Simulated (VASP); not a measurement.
# Bi (R-3m) in VASP: a series of runs

The runs below take Bi through single point, with r2SCAN.

All numbers are computed with VASP 6.6.1; they aren't measurements. Logs are shortened: lines on timing, memory, paths and dates and some standing lists are left out, and cuts for length are marked.

## Step 1: The cell of the first run

The structure is trigonal, space group R-3m (No. 166). The conventional cell has a = 4.535 Å, b = 4.535 Å, c = 12.350 Å, α = 90.00°, β = 90.00°, γ = 120.00°. Within 4.0 Å of Bi (site symmetry 3m) lie 6 Bi at 3.07 to 3.63 Å.

## Step 2: Single point, r2SCAN

POSCAR reads:

```
Bi
1.0
    2.2672586491      1.3090023913      4.1166667488
   -2.2672586491      1.3090023913      4.1166667488
    0.0000000000     -2.6180047827      4.1166667487
Bi
2
Direct
    0.2317091399      0.2317091399      0.2317091399
    0.7682908601      0.7682908601      0.7682908601
```

INCAR.step1 reads:

```
SYSTEM = Bi
  PREC = Accurate
  ENCUT = 520
  ISMEAR = 0
  SIGMA = 1.0
  LREAL = .False.
  LASPH = .True.
  NELM = 60
  NBANDS = 22
  GGA = PE
  ALGO = Normal
  EDIFF = 1E-4
  LWAVE = .True.
  LCHARG = .False.
```

INCAR.step2 reads:

```
SYSTEM = Bi
  PREC = Accurate
  ENCUT = 520
  EDIFF = 1E-6
  ISMEAR = 0
  SIGMA = 1.0
  LREAL = .False.
  LASPH = .True.
  NELM = 60
  ALGO = Normal
  ISIF = 2
  LWAVE = .False.
  LCHARG = .False.
  METAGGA = R2SCAN
  LMIXTAU = .True.
  NBANDS = 22
  ISTART = 1
```

KPOINTS reads:

```
regular mesh
0
Gamma
  9 9 9
  0 0 0
```

Potentials or basis: VASP PAW PBE potentials, release 64 (Bi_d).

On the command line:

```
$ cat potpaw_PBE.64/Bi_d/POTCAR > POTCAR
$ cp INCAR.step1 INCAR
$ mpirun -np 1 vasp_std > vasp.out
$ cp INCAR.step2 INCAR
$ mpirun -np 1 vasp_std > vasp.out
```

OUTCAR:

```text
SYSTEM = Bi
   PREC = Accurate
   ENCUT = 520
   EDIFF = 1E-6
   ISMEAR = 0
   LREAL = .False.
   LASPH = .True.
   NELM = 60
   ISIF = 2
   METAGGA = R2SCAN
   ISTART = 1

 ion  position               nearest neighbor table
   1  0.232  0.232  0.232-   2 3.07   2 3.07   2 3.07   2 3.63   2 3.63   2 3.63
   2  0.768  0.768  0.768-   1 3.07   1 3.07   1 3.07   1 3.63   1 3.63   1 3.63

  LATTYP: Found a trigonal (rhomboedric) cell.
 ALAT       =     4.8786160090
 COS(alpha) =     0.5680446502

  Lattice vectors:

 A1 = (   2.2672586491,   1.3090023913,   4.1166667488)
 A2 = (  -2.2672586491,   1.3090023913,   4.1166667488)
 A3 = (   0.0000000000,  -2.6180047827,   4.1166667487)

Analysis of symmetry for initial positions (statically):
=====================================================================
 Subroutine PRICEL returns:
 Original cell was already a primitive cell.

 Routine SETGRP: Setting up the symmetry group for a
 trigonal (rhombohedral) supercell.

 Subroutine GETGRP returns: Found 12 space group operations
 (whereof 12 operations were pure point group operations)
 out of a pool of 12 trial point group operations.

The static configuration has the point symmetry D_3d.

Analysis of symmetry for dynamics (positions and initial velocities):
=====================================================================
 Subroutine PRICEL returns:
 Original cell was already a primitive cell.

 Routine SETGRP: Setting up the symmetry group for a
 trigonal (rhombohedral) supercell.

 Subroutine GETGRP returns: Found 12 space group operations
 (whereof 12 operations were pure point group operations)
 out of a pool of 12 trial point group operations.

The dynamic configuration has the point symmetry D_3d.

 Subroutine INISYM returns: Found 12 space group operations
 (whereof 12 operations are pure point group operations),
 and found     1 'primitive' translations

----------------------------------------------------------------------------------------

                                     Primitive cell

  volume of cell :      73.3058

  direct lattice vectors                    reciprocal lattice vectors
     2.267258649  1.309002391  4.116666749     0.220530640  0.127323424  0.080971658
    -2.267258649  1.309002391  4.116666749    -0.220530640  0.127323424  0.080971658
     0.000000000 -2.618004783  4.116666749     0.000000000 -0.254646848  0.080971658

  length of vectors
     4.878616009  4.878616009  4.878616009     0.267210454  0.267210454  0.267210454

  position of ions in fractional coordinates (direct lattice)
     0.231709140  0.231709140  0.231709140
     0.768290860  0.768290860  0.768290860

  ion indices of the primitive-cell ions
   primitive index   ion index
                 1           1
                 2           2

----------------------------------------------------------------------------------------

 KPOINTS: regular mesh

Automatic generation of k-mesh.
 Grid dimensions read from file:
 generate k-points for:    9    9    9

 Generating k-lattice:

  Cartesian coordinates                     Fractional coordinates (reciprocal lattice)
     0.024503404  0.014147047  0.008996851     0.111111111  0.000000000 -0.000000000
    -0.024503404  0.014147047  0.008996851     0.000000000  0.111111111 -0.000000000
     0.000000000 -0.028294094  0.008996851     0.000000000  0.000000000  0.111111111

  Length of vectors
     0.029690050  0.029690050  0.029690050

  Shift w.r.t. Gamma in fractional coordinates (k-lattice)
     0.000000000  0.000000000  0.000000000

 Subroutine IBZKPT returns following result:
 ===========================================

 Found     85 irreducible k-points:

 Following reciprocal coordinates:
            Coordinates               Weight
  0.000000  0.000000  0.000000      1.000000
  0.111111  0.000000  0.000000      6.000000
  0.222222  0.000000  0.000000      6.000000
  0.333333 -0.000000  0.000000      6.000000
  0.444444  0.000000  0.000000      6.000000
  0.111111  0.111111  0.000000      6.000000
[... 16 lines left out ...]
 -0.333333  0.333333  0.000000      6.000000
  0.444444  0.444444  0.000000      6.000000
 [... further k-points ...]
   k-points           NKPTS =     85   k-points in BZ     NKDIM =     85   number of bands    NBANDS=     22
   number of dos      NEDOS =    301   number of ions     NIONS =      2
   total plane-waves  NPLWV =  46656
   dimension x,y,z NGX =    36 NGY =   36 NGZ =   36
   dimension x,y,z NGXF=    72 NGYF=   72 NGZF=   72
   ions per type =               2
   NGX,Y,Z   is equivalent  to a cutoff of  12.27, 12.27, 12.27 a.u.
   NGXF,Y,Z  is equivalent  to a cutoff of  24.54, 24.54, 24.54 a.u.
 SYSTEM =  Bi
   PREC   = accura    normal or accurate (medium, high low for compatibility)
   ISTART =      1    job   : 0-new  1-cont  2-samecut
   ICHARG =      0    charge: 1-file 2-atom 10-const
   ISPIN  =      1    spin polarized calculation?
   LNONCOLLINEAR =      F non collinear calculations
   LSORBIT =      F    spin-orbit coupling
   LASPH  =      T    aspherical Exc in radial PAW
   ENCUT  =  520.0 eV  38.22 Ry    6.18 a.u.   9.07  9.07  9.07*2*pi/ulx,y,z
   NELM   =     60;   NELMIN=  2; NELMDL=  0     # of ELM steps
   EDIFF  = 0.1E-05   stopping-criterion for ELM
   LREAL  =      F    real-space projection
   EDIFFG = 0.1E-04   stopping-criterion for IOM
   NSW    =      0    number of steps for IOM
   IBRION =     -1    ionic relax: 0-MD 1-quasi-New 2-CG
   NFREE  =      0    steps in history (QN), initial steepest desc. (CG)
   ISIF   =      2    stress and relaxation
   ISYM   =      2    0-nonsym 1-usesym 2-fastsym
   POTIM  = 0.5000    time-step for ionic-motion
   TEBEG  =    0.0;   TEEND  =   0.0 temperature during run
   PSTRESS=    0.0 pullay stress
   NELECT =      30.0000    total number of electrons
   NUPDOWN=      -1.0000    fix difference up-down
   EMIN   =  10.00;   EMAX   =-10.00  energy-range for DOS
   EFERMI =   0.00;   METHOD = LEGACY
   ISMEAR =     0;   SIGMA  =   1.00  broadening in eV -4-tet -1-fermi 0-gaus
   EFERMI_NEDOS =   21; number of points for ismear=-14 and -15
   IALGO  =     38    algorithm
   IMIX   =      4    mixing-type and parameters
     AMIX     =   0.40;   BMIX     =  1.00
     AMIX_MAG =   1.60;   BMIX_MAG =  1.00
  volume/ion in A,a.u.               =      36.65       247.35
  Fermi-wavevector in a.u.,A,eV,Ry     =   1.215446  2.296860 20.100017  1.477310
  Thomas-Fermi vector in A             =   2.350833
   LORBIT       =      0    0 simple, 1 ext, 2 COOP (PROOUT), +10 PAW based schemes
   METAGGA = R2SCAN    functional components
   LHFCALC =     F    Hartree Fock is set to
   AEXX    =    0.0000 exact exchange contribution
   IVDW    =     0    specifies the selected vdW correction
   LEPSILON=     F    determine dielectric tensor
   LRPA    =     F    only Hartree local field effects (RPA)
 non-spin polarized calculation
 Gauss-broadening in eV      SIGMA  =   1.00
  energy-cutoff  :      520.00
  volume of cell :       73.31
 maximum number of plane-waves:      2004
   NGX = 19   NGY = 19   NGZ = 19

 number of electron      30.0000004 magnetization

 Free energy of the ion-electron system (eV)
  ---------------------------------------------------
  ext. energy  EPLUGINS =         0.00000000
  ---------------------------------------------------
  free energy    TOTEN  =      -117.13973996 eV

  energy without entropy =     -116.75411366  energy(sigma->0) =     -116.94692681

 E-fermi :   5.9063     XC(G=0):  -9.9829

 val. band max:        5.8400895301   @ k =   0.4444   0.0000   0.0000
 cond. band min:       6.0182287695   @ k =   0.4444   0.1111   0.1111
 fundamental gap:      0.1781392394
 Fermi energy:         5.9063425423

 k-point     1 :       0.0000    0.0000    0.0000
  band No.  band energies     occupation
      1     -17.8005      2.00000
      2     -17.8005      2.00000
      3     -17.6442      2.00000
      4     -17.6442      2.00000
      5     -17.6256      2.00000
      6     -17.4550      2.00000
[... 14 lines left out ...]
     21      12.2136      0.00000
     22      12.3282      0.00000

 k-point     2 :       0.1111    0.0000    0.0000
  band No.  band energies     occupation
      1     -17.7929      2.00000
      2     -17.7891      2.00000
      3     -17.6410      2.00000
      4     -17.6371      2.00000
      5     -17.6198      2.00000
      6     -17.4606      2.00000
[... 14 lines left out ...]
     21      12.3106      0.00000
     22      13.2782      0.00000

 k-point     3 :       0.2222    0.0000    0.0000
  band No.  band energies     occupation
      1     -17.7721      2.00000
      2     -17.7564      2.00000
      3     -17.6338      2.00000
      4     -17.6170      2.00000
      5     -17.6016      2.00000
      6     -17.4798      2.00000
[... 14 lines left out ...]
     21      12.8761      0.00000
     22      15.1172      0.00000

 k-point     4 :       0.3333   -0.0000    0.0000
  band No.  band energies     occupation
      1     -17.7450      2.00000
      2     -17.7067      2.00000
      3     -17.6263      2.00000
      4     -17.5879      2.00000
      5     -17.5733      2.00000
      6     -17.5127      2.00000
[... 14 lines left out ...]
     21      13.9599      0.00000
     22      16.2666      0.00000

 k-point     5 :       0.4444    0.0000    0.0000
  band No.  band energies     occupation
      1     -17.7243      2.00000
      2     -17.6513      2.00000
      3     -17.6209      2.00000
      4     -17.5721      2.00000
      5     -17.5558      2.00000
      6     -17.5217      2.00000
[... 14 lines left out ...]
     21      14.8078      0.00000
     22      15.4040      0.00000

 k-point     6 :       0.1111    0.1111    0.0000
  band No.  band energies     occupation
      1     -17.7990      2.00000
      2     -17.7790      2.00000
      3     -17.6432      2.00000
      4     -17.6342      2.00000
      5     -17.6181      2.00000
      6     -17.4621      2.00000
[... 14 lines left out ...]
     21      12.6628      0.00000
     22      12.9395      0.00000

 k-point     7 :       0.2222    0.1111    0.0000
  band No.  band energies     occupation
      1     -17.7882      2.00000
      2     -17.7513      2.00000
      3     -17.6370      2.00000
      4     -17.6236      2.00000
      5     -17.6030      2.00000
      6     -17.4771      2.00000
[... 324 lines left out ...]
      6     -17.5070      2.00000
[... 14 lines left out ...]
     21      14.8606      0.00000
     22      15.3372      0.00000

 k-point    21 :       0.4444    0.3333   -0.0000
  band No.  band energies     occupation
      1     -17.7816      2.00000
      2     -17.6534      2.00000
      3     -17.6427      2.00000
      4     -17.5744      2.00000
      5     -17.5496      2.00000
      6     -17.5245      2.00000
[... 14 lines left out ...]
     21      15.8303      0.00000
     22      16.1859      0.00000

 k-point    22 :      -0.4444    0.3333   -0.0000
  band No.  band energies     occupation
      1     -17.7657      2.00000
      2     -17.6445      2.00000
      3     -17.6185      2.00000
      4     -17.5773      2.00000
      5     -17.5553      2.00000
      6     -17.5276      2.00000
[... 14 lines left out ...]
     21      15.3198      0.00000
     22      17.0075      0.00000

 k-point    23 :      -0.3333    0.3333    0.0000
  band No.  band energies     occupation
      1     -17.7541      2.00000
      2     -17.6291      2.00000
      3     -17.5857      2.00000
      4     -17.5832      2.00000
      5     -17.5763      2.00000
      6     -17.5455      2.00000
[... 14 lines left out ...]
     21      14.4386      0.00000
     22      16.2063      0.00000

 k-point    24 :       0.4444    0.4444    0.0000
  band No.  band energies     occupation
      1     -17.7872      2.00000
      2     -17.6525      2.00000
      3     -17.6485      2.00000
      4     -17.5507      2.00000
      5     -17.5478      2.00000
      6     -17.5228      2.00000
[... 14 lines left out ...]
     21      15.7698      0.00000
     22      16.4075      0.00000

 [... further k-points ...]

------------------------ aborting loop because EDIFF is reached ----------------------------------------

  FORCE on cell =-STRESS in cart. coord.  units (eV):
  Direction    XX          YY          ZZ          XY          YZ          ZX
  --------------------------------------------------------------------------------------
  -------------------------------------------------------------------------------------
  Total        0.1619807      0.1619807      0.1040037      0.0000000      0.0000000      0.0000000
  in kB        3.5402619      3.5402619      2.2731119      0.0000000      0.0000000      0.0000000
  external PRESSURE =       3.1178786 kB  Pullay stress =       0.0000000 kB

 VOLUME and BASIS-vectors are now :
 -----------------------------------------------------------------------------
  energy-cutoff  :      520.00
  volume of cell :       73.31
      direct lattice vectors                 reciprocal lattice vectors
     2.267258649  1.309002391  4.116666749     0.220530640  0.127323424  0.080971658
    -2.267258649  1.309002391  4.116666749    -0.220530640  0.127323424  0.080971658
     0.000000000 -2.618004783  4.116666749     0.000000000 -0.254646848  0.080971658

 POSITION                                       TOTAL-FORCE (eV/Angst)
 -----------------------------------------------------------------------------------
      0.00000     -0.00000      2.86161         0.000000     -0.000000      0.197856
      0.00000     -0.00000      9.48839         0.000000      0.000000     -0.197856
 -----------------------------------------------------------------------------------
    total drift:                               -0.000000      0.000000     -0.000000

  FREE ENERGIE OF THE ION-ELECTRON SYSTEM (eV)
  ---------------------------------------------------
  free  energy   TOTEN  =      -117.1397399644 eV

  energy  without entropy=     -116.7541136644  energy(sigma->0) =     -116.94692681
```

Wall time 8.4 min (1 thread of Intel Xeon 8259CL, shared host); peak memory 0.28 GiB.

What came out:

- Free energy: -117.1397 eV
- Pressure: 0.3 GPa
- Largest force: 0.198 eV/Å

Forces in eV/Å, atoms in the order of the input:
```
Bi   0.000  0.000  0.198
Bi   0.000  0.000 -0.198
```

Caveat: so wide a smearing shifts energies and pressures; the PAW data sets were made with another functional, which shifts forces and pressure a little; spin-orbit coupling is left out, which moves the levels of the heavy elements.

## Step 3: Single point, r2SCAN

POSCAR is that of step 2.

INCAR.step1 reads:

```
ALGO = Normal ; EDIFF = 1E-4
ENCUT = 520 ; GGA = PE
ISMEAR = 1 ; LASPH = True
LCHARG = False ; LREAL = False
LWAVE = True ; NBANDS = 22
NELM = 60 ; PREC = Accurate
SIGMA = 0.01
```

INCAR.step2 reads:

```
ALGO = Normal ; EDIFF = 1E-6
ENCUT = 520 ; ISIF = 2
ISMEAR = 1 ; ISTART = 1
LASPH = True ; LCHARG = True
LELF = True ; LMIXTAU = True
LREAL = False ; LVHAR = True
LWAVE = False ; METAGGA = R2SCAN
NBANDS = 22 ; NELM = 60
PREC = Accurate ; SIGMA = 0.01
```

KPOINTS reads:

```
k-points
0
Gamma
  9 9 9
```

Potentials or basis: VASP PAW PBE potentials, release 64 (Bi_d).

On the command line:

```
$ cat potpaw_PBE.64/Bi_d/POTCAR > POTCAR
$ cp INCAR.step1 INCAR
$ mpirun -np 1 vasp_std > vasp.out
$ cp INCAR.step2 INCAR
$ mpirun -np 1 vasp_std > vasp.out
```

Run time: 8.5 min. Hardware: 1 thread of Intel Xeon 8259CL, shared host; peak memory 0.28 GiB.

It converged, with:

| Item | Value |
| --- | --- |
| Free energy | -117.0093 eV |
| Pressure | 0.0 GPa |
| Largest force | 0.004 eV/Å |

Forces on the atoms (eV/Å):
```
Bi   0.000  0.000  0.004
Bi   0.000  0.000 -0.004
```

Stress tensor (GPa, compression positive):
```
 0.00  0.00  0.00
 0.00  0.00  0.00
 0.00  0.00 -0.11
```

Levels at points of the mesh, in eV from the Fermi level:
| k point | band 11 | band 12 | band 13 | band 14 | band 15 | band 16 | band 17 | band 18 | band 19 | band 20 |
| --- | --- | --- | --- | --- | --- | --- | --- | --- | --- | --- |
| (0.00, 0.00, 0.00) | -13.49 | -7.79 | -1.72 | -1.21 | -1.21 | 2.35 | 2.94 | 2.94 | 6.15 | 6.41 |

Caveat: the PAW data sets were made with another functional, which shifts forces and pressure a little; spin-orbit coupling is left out, which moves the levels of the heavy elements.

(Part 1 of 2 ends here.)
